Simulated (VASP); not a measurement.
# GaAs (F-43m) in VASP: further runs

GaAs is run at these levels: r2SCAN; tasks: single point.

Everything below comes from runs of VASP 6.6.1. Logs are shortened: lines on timing, memory, paths and dates and some standing lists are left out, and cuts for length are marked.

### 1 The cell of the first run

Symmetry: F-43m, No. 216, cubic system. The conventional cell has a = 5.653 Å, b = 5.653 Å, c = 5.653 Å, α = 90.00°, β = 90.00°, γ = 90.00°. Within 3.2 Å of Ga (site symmetry -43m) lie 4 As at 2.45 Å. Within 3.2 Å of As (site symmetry -43m) lie 4 Ga at 2.45 Å.

### 2 Single point, r2SCAN

The input, POSCAR:

```
GaAs
1.0
    0.0000000000      2.8266500000      2.8266500000
    2.8266500000      0.0000000000      2.8266500000
    2.8266500000      2.8266500000      0.0000000000
Ga As
1 1
Direct
    0.0000000000      0.0000000000      0.0000000000
    0.2500000000      0.2500000000      0.2500000000
```

The input, INCAR.step1:

```
SYSTEM = GaAs
PREC = Accurate ; ENCUT = 520
ISMEAR = 0 ; SIGMA = 0.01
LREAL = .FALSE. ; LASPH = .TRUE.
NELM = 80 ; NBANDS = 16
GGA = PE ; ALGO = Normal
EDIFF = 1E-4 ; LWAVE = .TRUE.
LCHARG = .FALSE.
```

The input, INCAR.step2:

```
SYSTEM = GaAs
PREC = Accurate ; ENCUT = 520
EDIFF = 1E-6 ; ISMEAR = 0
SIGMA = 0.01 ; LREAL = .FALSE.
LASPH = .TRUE. ; NELM = 80
ALGO = Normal ; ISIF = 2
LWAVE = .FALSE. ; LCHARG = .FALSE.
METAGGA = R2SCAN ; LMIXTAU = .TRUE.
NBANDS = 16 ; ISTART = 1
```

The input, KPOINTS:

```
Automatic mesh
0
G
  6 6 6
  0 0 0
```

Potentials or basis: VASP PAW PBE potentials, release 64 (Ga_d, As).

On the command line:

```bash
$ cat potpaw_PBE.64/Ga_d/POTCAR potpaw_PBE.64/As/POTCAR > POTCAR
$ cp INCAR.step1 INCAR
$ mpirun -np 1 vasp_std > vasp.out
$ cp INCAR.step2 INCAR
$ mpirun -np 1 vasp_std > vasp.out
```

OUTCAR:

```text
SYSTEM = GaAs
   PREC = Accurate
   ENCUT = 520
   EDIFF = 1E-6
   ISMEAR = 0
   LREAL = .FALSE.
   LASPH = .TRUE.
   NELM = 80
   ISIF = 2
   METAGGA = R2SCAN
   ISTART = 1

 ion  position               nearest neighbor table
   1  0.000  0.000  0.000-   2 2.45   2 2.45   2 2.45   2 2.45
   2  0.250  0.250  0.250-   1 2.45   1 2.45   1 2.45   1 2.45

  LATTYP: Found a face centered cubic cell.
 ALAT       =     5.6533000000

  Lattice vectors:

 A1 = (   0.0000000000,   2.8266500000,   2.8266500000)
 A2 = (   2.8266500000,   0.0000000000,   2.8266500000)
 A3 = (   2.8266500000,   2.8266500000,   0.0000000000)

Analysis of symmetry for initial positions (statically):
=====================================================================
 Subroutine PRICEL returns:
 Original cell was already a primitive cell.

 Routine SETGRP: Setting up the symmetry group for a
 face centered cubic supercell.

 Subroutine GETGRP returns: Found 24 space group operations
 (whereof 24 operations were pure point group operations)
 out of a pool of 48 trial point group operations.

The static configuration has the point symmetry T_d .

Analysis of symmetry for dynamics (positions and initial velocities):
=====================================================================
 Subroutine PRICEL returns:
 Original cell was already a primitive cell.

 Routine SETGRP: Setting up the symmetry group for a
 face centered cubic supercell.

 Subroutine GETGRP returns: Found 24 space group operations
 (whereof 24 operations were pure point group operations)
 out of a pool of 48 trial point group operations.

The dynamic configuration has the point symmetry T_d .

 Subroutine INISYM returns: Found 24 space group operations
 (whereof 24 operations are pure point group operations),
 and found     1 'primitive' translations

----------------------------------------------------------------------------------------

                                     Primitive cell

  volume of cell :      45.1696

  direct lattice vectors                    reciprocal lattice vectors
     0.000000000  2.826650000  2.826650000    -0.176887835  0.176887835  0.176887835
     2.826650000  0.000000000  2.826650000     0.176887835 -0.176887835  0.176887835
     2.826650000  2.826650000  0.000000000     0.176887835  0.176887835 -0.176887835

  length of vectors
     3.997486766  3.997486766  3.997486766     0.306378718  0.306378718  0.306378718

  position of ions in fractional coordinates (direct lattice)
     0.000000000  0.000000000  0.000000000
     0.250000000  0.250000000  0.250000000

  ion indices of the primitive-cell ions
   primitive index   ion index
                 1           1
                 2           2

----------------------------------------------------------------------------------------

 KPOINTS: Automatic mesh

Automatic generation of k-mesh.
 Grid dimensions read from file:
 generate k-points for:    6    6    6

 Generating k-lattice:

  Cartesian coordinates                     Fractional coordinates (reciprocal lattice)
    -0.029481306  0.029481306  0.029481306     0.166666667  0.000000000  0.000000000
     0.029481306 -0.029481306  0.029481306     0.000000000  0.166666667  0.000000000
     0.029481306  0.029481306 -0.029481306     0.000000000  0.000000000  0.166666667

  Length of vectors
     0.051063120  0.051063120  0.051063120

  Shift w.r.t. Gamma in fractional coordinates (k-lattice)
     0.000000000  0.000000000  0.000000000

 Subroutine IBZKPT returns following result:
 ===========================================

 Found     16 irreducible k-points:

 Following reciprocal coordinates:
            Coordinates               Weight
  0.000000  0.000000  0.000000      1.000000
  0.166667  0.000000  0.000000      8.000000
  0.333333  0.000000  0.000000      8.000000
  0.500000  0.000000  0.000000      4.000000
  0.166667  0.166667  0.000000      6.000000
  0.333333  0.166667  0.000000     24.000000
[... 8 lines left out ...]
 -0.333333  0.333333  0.166667     24.000000
 -0.333333  0.500000  0.166667     12.000000
   k-points           NKPTS =     16   k-points in BZ     NKDIM =     16   number of bands    NBANDS=     16
   number of dos      NEDOS =    301   number of ions     NIONS =      2
   total plane-waves  NPLWV =  27000
   dimension x,y,z NGX =    30 NGY =   30 NGZ =   30
   dimension x,y,z NGXF=    60 NGYF=   60 NGZF=   60
   ions per type =               1   1
   NGX,Y,Z   is equivalent  to a cutoff of  12.48, 12.48, 12.48 a.u.
   NGXF,Y,Z  is equivalent  to a cutoff of  24.95, 24.95, 24.95 a.u.
 SYSTEM =  GaAs
   PREC   = accura    normal or accurate (medium, high low for compatibility)
   ISTART =      1    job   : 0-new  1-cont  2-samecut
   ICHARG =      0    charge: 1-file 2-atom 10-const
   ISPIN  =      1    spin polarized calculation?
   LNONCOLLINEAR =      F non collinear calculations
   LSORBIT =      F    spin-orbit coupling
   LASPH  =      T    aspherical Exc in radial PAW
   ENCUT  =  520.0 eV  38.22 Ry    6.18 a.u.   7.43  7.43  7.43*2*pi/ulx,y,z
   NELM   =     80;   NELMIN=  2; NELMDL=  0     # of ELM steps
   EDIFF  = 0.1E-05   stopping-criterion for ELM
   LREAL  =      F    real-space projection
   EDIFFG = 0.1E-04   stopping-criterion for IOM
   NSW    =      0    number of steps for IOM
   IBRION =     -1    ionic relax: 0-MD 1-quasi-New 2-CG
   NFREE  =      0    steps in history (QN), initial steepest desc. (CG)
   ISIF   =      2    stress and relaxation
   ISYM   =      2    0-nonsym 1-usesym 2-fastsym
   POTIM  = 0.5000    time-step for ionic-motion
   TEBEG  =    0.0;   TEEND  =   0.0 temperature during run
   PSTRESS=    0.0 pullay stress
   NELECT =      18.0000    total number of electrons
   NUPDOWN=      -1.0000    fix difference up-down
   EMIN   =  10.00;   EMAX   =-10.00  energy-range for DOS
   EFERMI =   0.00;   METHOD = LEGACY
   ISMEAR =     0;   SIGMA  =   0.01  broadening in eV -4-tet -1-fermi 0-gaus
   EFERMI_NEDOS =   21; number of points for ismear=-14 and -15
   IALGO  =     38    algorithm
   IMIX   =      4    mixing-type and parameters
     AMIX     =   0.40;   BMIX     =  1.00
     AMIX_MAG =   1.60;   BMIX_MAG =  1.00
  volume/ion in A,a.u.               =      22.58       152.41
  Fermi-wavevector in a.u.,A,eV,Ry     =   1.204713  2.276578 19.746593  1.451334
  Thomas-Fermi vector in A             =   2.340430
   LORBIT       =      0    0 simple, 1 ext, 2 COOP (PROOUT), +10 PAW based schemes
   METAGGA = R2SCAN    functional components
   LHFCALC =     F    Hartree Fock is set to
   AEXX    =    0.0000 exact exchange contribution
   IVDW    =     0    specifies the selected vdW correction
   LEPSILON=     F    determine dielectric tensor
   LRPA    =     F    only Hartree local field effects (RPA)
 non-spin polarized calculation
 Gauss-broadening in eV      SIGMA  =   0.01
  energy-cutoff  :      520.00
  volume of cell :       45.17
 maximum number of plane-waves:      1243
 NGX is ok and might be reduce to    30
   NGX = 15   NGY = 15   NGZ = 15

 number of electron      17.9999995 magnetization

 Free energy of the ion-electron system (eV)
  ---------------------------------------------------
  ext. energy  EPLUGINS =         0.00000000
  ---------------------------------------------------
  free energy    TOTEN  =       -27.03551878 eV

  energy without entropy =      -27.03551878  energy(sigma->0) =      -27.03551878

 E-fermi :   3.7933     XC(G=0): -10.2537

 val. band max:        3.6876051685   @ k =   0.0000   0.0000   0.0000
 cond. band min:       4.6847148724   @ k =   0.0000   0.0000   0.0000
 fundamental gap:      0.9971097040
 Fermi energy:         3.7933282766

 k-point     1 :       0.0000    0.0000    0.0000
  band No.  band energies     occupation
      1     -11.5571      2.00000
      2     -11.5571      2.00000
      3     -11.5570      2.00000
      4     -11.4677      2.00000
      5     -11.4677      2.00000
      6      -9.5241      2.00000
[... 8 lines left out ...]
     15      14.3153      0.00000
     16      14.3153      0.00000

 k-point     2 :       0.1667    0.0000    0.0000
  band No.  band energies     occupation
      1     -11.5826      2.00000
      2     -11.5507      2.00000
      3     -11.5507      2.00000
      4     -11.4678      2.00000
      5     -11.4678      2.00000
      6      -9.1863      2.00000
[... 8 lines left out ...]
     15      13.2476      0.00000
     16      13.2909      0.00000

 k-point     3 :       0.3333    0.0000    0.0000
  band No.  band energies     occupation
      1     -11.6260      2.00000
      2     -11.5399      2.00000
      3     -11.5399      2.00000
      4     -11.4660      2.00000
      5     -11.4660      2.00000
      6      -8.3174      2.00000
[... 8 lines left out ...]
     15      13.9128      0.00000
     16      13.9128      0.00000

 k-point     4 :       0.5000    0.0000    0.0000
  band No.  band energies     occupation
      1     -11.6452      2.00000
      2     -11.5358      2.00000
      3     -11.5358      2.00000
      4     -11.4638      2.00000
      5     -11.4638      2.00000
      6      -7.6709      2.00000
[... 8 lines left out ...]
     15      16.2490      0.00000
     16      16.2490      0.00000

 k-point     5 :       0.1667    0.1667    0.0000
  band No.  band energies     occupation
      1     -11.5958      2.00000
      2     -11.5444      2.00000
      3     -11.5443      2.00000
      4     -11.4733      2.00000
      5     -11.4642      2.00000
      6      -9.0738      2.00000
[... 8 lines left out ...]
     15      14.0251      0.00000
     16      14.7851      0.00000

 k-point     6 :       0.3333    0.1667    0.0000
  band No.  band energies     occupation
      1     -11.6295      2.00000
      2     -11.5349      2.00000
      3     -11.5323      2.00000
      4     -11.4762      2.00000
      5     -11.4616      2.00000
      6      -8.3695      2.00000
[... 8 lines left out ...]
     15      15.1344      0.00000
     16      15.1967      0.00000

 k-point     7 :       0.5000    0.1667    0.0000
  band No.  band energies     occupation
      1     -11.6501      2.00000
      2     -11.5311      2.00000
      3     -11.5272      2.00000
      4     -11.4717      2.00000
      5     -11.4622      2.00000
      6      -7.5332      2.00000
[... 8 lines left out ...]
     15      16.0153      0.00000
     16      16.2554      0.00000

 k-point     8 :      -0.3333    0.1667    0.0000
  band No.  band energies     occupation
      1     -11.6430      2.00000
      2     -11.5324      2.00000
      3     -11.5315      2.00000
      4     -11.4680      2.00000
      5     -11.4665      2.00000
      6      -7.7701      2.00000
[... 8 lines left out ...]
     15      14.3544      0.00000
     16      16.1754      0.00000

 k-point     9 :      -0.1667    0.1667    0.0000
  band No.  band energies     occupation
      1     -11.6125      2.00000
      2     -11.5433      2.00000
      3     -11.5394      2.00000
      4     -11.4707      2.00000
      5     -11.4656      2.00000
      6      -8.6641      2.00000
[... 8 lines left out ...]
     15      14.2023      0.00000
     16      15.0148      0.00000

 k-point    10 :       0.3333    0.3333    0.0000
  band No.  band energies     occupation
      1     -11.6546      2.00000
      2     -11.5180      2.00000
      3     -11.5179      2.00000
      4     -11.4871      2.00000
      5     -11.4573      2.00000
      6      -7.8857      2.00000
[... 8 lines left out ...]
     15      16.1619      0.00000
     16      17.5415      0.00000

 k-point    11 :       0.5000    0.3333    0.0000
  band No.  band energies     occupation
      1     -11.6676      2.00000
      2     -11.5151      2.00000
      3     -11.5112      2.00000
      4     -11.4866      2.00000
      5     -11.4574      2.00000
      6      -7.1614      2.00000
[... 8 lines left out ...]
     15      16.6297      0.00000
     16      17.3353      0.00000

 k-point    12 :      -0.3333    0.3333    0.0000
  band No.  band energies     occupation
      1     -11.6603      2.00000
      2     -11.5235      2.00000
      3     -11.5169      2.00000
      4     -11.4764      2.00000
      5     -11.4640      2.00000
      6      -7.0946      2.00000
[... 8 lines left out ...]
     15      13.8997      0.00000
     16      18.7630      0.00000

 k-point    13 :       0.5000    0.5000    0.0000
  band No.  band energies     occupation
      1     -11.6786      2.00000
      2     -11.5043      2.00000
      3     -11.5043      2.00000
      4     -11.4946      2.00000
      5     -11.4539      2.00000
      6      -6.8937      2.00000
[... 8 lines left out ...]
     15      17.7151      0.00000
     16      17.7204      0.00000

 k-point    14 :       0.5000    0.3333    0.1667
  band No.  band energies     occupation
      1     -11.6517      2.00000
      2     -11.5273      2.00000
      3     -11.5204      2.00000
      4     -11.4787      2.00000
      5     -11.4612      2.00000
      6      -7.6224      2.00000
[... 8 lines left out ...]
     15      15.4869      0.00000
     16      17.5769      0.00000

 k-point    15 :      -0.3333    0.3333    0.1667
  band No.  band energies     occupation
      1     -11.6600      2.00000
      2     -11.5262      2.00000
      3     -11.5150      2.00000
      4     -11.4762      2.00000
      5     -11.4638      2.00000
      6      -7.0936      2.00000
[... 8 lines left out ...]
     15      16.6162      0.00000
     16      17.1141      0.00000

 k-point    16 :      -0.3333    0.5000    0.1667
  band No.  band energies     occupation
      1     -11.6693      2.00000
      2     -11.5179      2.00000
      3     -11.5080      2.00000
      4     -11.4838      2.00000
      5     -11.4599      2.00000
      6      -6.8489      2.00000
[... 8 lines left out ...]
     15      16.5602      0.00000
     16      17.8420      0.00000

------------------------ aborting loop because EDIFF is reached ----------------------------------------

  FORCE on cell =-STRESS in cart. coord.  units (eV):
  Direction    XX          YY          ZZ          XY          YZ          ZX
  --------------------------------------------------------------------------------------
  -------------------------------------------------------------------------------------
  Total        0.1725963      0.1725963      0.1725963      0.0000000     -0.0000000     -0.0000000
  in kB        6.1220367      6.1220367      6.1220367      0.0000000     -0.0000000     -0.0000000
  external PRESSURE =       6.1220367 kB  Pullay stress =       0.0000000 kB

 VOLUME and BASIS-vectors are now :
 -----------------------------------------------------------------------------
  energy-cutoff  :      520.00
  volume of cell :       45.17
      direct lattice vectors                 reciprocal lattice vectors
     0.000000000  2.826650000  2.826650000    -0.176887835  0.176887835  0.176887835
     2.826650000  0.000000000  2.826650000     0.176887835 -0.176887835  0.176887835
     2.826650000  2.826650000  0.000000000     0.176887835  0.176887835 -0.176887835

 POSITION                                       TOTAL-FORCE (eV/Angst)
 -----------------------------------------------------------------------------------
      0.00000      0.00000      0.00000        -0.000000     -0.000000     -0.000000
      1.41332      1.41332      1.41332         0.000000      0.000000      0.000000
 -----------------------------------------------------------------------------------
    total drift:                                0.000001      0.000001      0.000001

  FREE ENERGIE OF THE ION-ELECTRON SYSTEM (eV)
  ---------------------------------------------------
  free  energy   TOTEN  =       -27.0355187789 eV

  energy  without entropy=      -27.0355187789  energy(sigma->0) =      -27.03551878
```

Wall time 26 s (1 thread of Intel Xeon 6975P-C (Granite Rapids), shared host); peak memory 0.17 GiB.

Results:

```
Free energy            : -27.0355 eV
Pressure               : 0.6 GPa
Band gap on the k mesh : 1.00 eV, direct
```

Caveat: the PAW data sets were made with another functional, which shifts forces and pressure a little. A k mesh can miss the band edges.

(Continued in part 2 of 2.)
